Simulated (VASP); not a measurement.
## AlGa3N4: relaxation of cell and atoms with PBEsol

Crystal: AlGa3N4.

```
Al Ga N
1.0
     4.46763    0.00000    0.00000
     0.00000    4.46763    0.00000
     0.00000    0.00000    4.46763
Al Ga N
1 3 4
Cartesian
  0.0347 -0.0090 -0.0919
  2.2438 2.0787 0.0930
  2.2263 0.2029 2.4595
  0.0456 2.3177 2.2542
  3.2400 3.4946 1.0327
  3.5766 1.0188 3.3118
  1.0833 3.3627 3.3303
  0.9526 0.9365 1.0133
```

```
Program                : VASP 6.6.1
Task                   : relaxation of cell and atoms
Functional             : PBEsol
Potentials or basis    : VASP PAW PBE potentials, release 64 (Al, Ga_d, N)
Cutoff                 : 600 eV
k mesh                 : 6 × 6 × 6
Occupations            : gaussian, width 0.05 eV
Spin                   : no spin polarisation
Dipole correction      : no
Further INCAR settings : ALGO = Normal; EDIFF = 1e-06; IBRION = 2; EDIFFG = -0.01; NSW = 100; ISIF = 3
```

| Quantity | Value |
| --- | --- |
| Relaxed volume | 11.13 Å³/atom |
| Relaxed cell | a = 4.465 Å, b = 4.466 Å, c = 4.465 Å, α = 90.01°, β = 90.00°, γ = 90.00° |
| Space group after relaxing (to 0.1 Å) | P-43m (No. 215) |
| Energy gained by relaxing | 270.1 meV/atom |
| Ionic steps | 18 |
| Pressure after relaxing | -0.1 GPa |
| Largest force after relaxing | 0.009 eV/Å |
| Band gap on the k mesh | 2.32 eV |

Forces on the atoms (eV/Å):
```
Al  -0.002  0.000 -0.006
Ga  -0.002 -0.004 -0.007
Ga  -0.002  0.001  0.001
Ga   0.002 -0.004  0.000
N   -0.002  0.001  0.004
N   -0.004  0.004  0.003
N    0.006 -0.004 -0.001
N    0.003  0.005  0.007
```

Step by step:
```tsv
step	energy change (eV)	largest force (eV/Å)	pressure (GPa)	volume (Å³)
1	0.0000	5.4972	4.08	89.17
2	-1.2076	2.9172	-4.58	92.80
3	-1.5284	1.8887	-4.62	91.50
4	-1.9248	1.5082	2.07	88.07
5	-1.9300	1.3303	1.22	88.41
6	-2.0898	0.6567	0.71	88.66
7	-2.0947	0.6476	0.68	88.72
8	-2.1462	0.3689	-0.77	89.38
9	-2.1463	0.3693	-0.83	89.41
10	-2.1589	0.1257	0.31	88.88
11	-2.1590	0.1197	0.21	88.92
12	-2.1604	0.0423	-0.06	89.04
13	-2.1604	0.0372	0.01	89.03
14	-2.1607	0.0338	-0.06	89.05
15	-2.1607	0.0268	-0.06	89.05
16	-2.1608	0.0110	0.03	89.00
17	-2.1608	0.0111	0.09	88.99
18	-2.1608	0.0090	-0.06	89.04
```

Final structure:
```
Al Ga N
1.0
     4.46539   -0.00021   -0.00031
     0.00026    4.46567   -0.00037
     0.00003   -0.00010    4.46516
Al Ga N
1 3 4
Direct
  0.00000 0.00001 0.00005
  0.50001 0.50002 0.00005
  0.50001 0.99997 0.50000
  0.99998 0.50003 0.50000
  0.75500 0.75498 0.24498
  0.75503 0.24498 0.75495
  0.24496 0.75502 0.75501
  0.24501 0.24498 0.24497
```

Levels at points of the mesh, in eV from the valence-band top:
| k point | band 27 | band 28 | band 29 | band 30 | band 31 | band 32 | band 33 | band 34 | band 35 | band 36 |
| --- | --- | --- | --- | --- | --- | --- | --- | --- | --- | --- |
| (0.00, 0.00, 0.00) | -2.48 | -2.48 | 0.00 | 0.00 | 0.00 | 2.32 | 3.33 | 3.33 | 3.34 | 6.45 |
| (0.50, 0.00, 0.00) | -2.84 | -1.49 | -1.49 | -1.20 | -1.20 | 4.85 | 4.95 | 6.14 | 6.15 | 7.69 |
| (0.00, 0.50, 0.00) | -2.84 | -1.49 | -1.49 | -1.20 | -1.20 | 4.85 | 4.95 | 6.14 | 6.15 | 7.69 |
| (0.00, 0.00, 0.50) | -2.84 | -1.49 | -1.49 | -1.20 | -1.20 | 4.85 | 4.95 | 6.14 | 6.15 | 7.69 |
| (0.50, 0.50, 0.00) | -3.05 | -0.99 | -0.95 | -0.94 | -0.63 | 6.67 | 6.85 | 6.85 | 7.28 | 7.29 |
| (0.00, 0.50, 0.50) | -3.05 | -0.99 | -0.95 | -0.94 | -0.63 | 6.68 | 6.85 | 6.85 | 7.28 | 7.29 |
| (0.50, 0.00, 0.50) | -3.05 | -0.99 | -0.94 | -0.94 | -0.63 | 6.68 | 6.85 | 6.85 | 7.28 | 7.29 |
| (0.50, 0.50, 0.50) | -0.76 | -0.76 | -0.69 | -0.69 | -0.69 | 4.94 | 4.94 | 4.94 | 6.21 | 8.93 |

It took 80 min on 1 thread of Oxide Virtual Turin-like Processor, on a shared host, peak memory 0.46 GiB.

Caveat: the PAW data sets were made with another functional, which shifts forces and pressure a little.
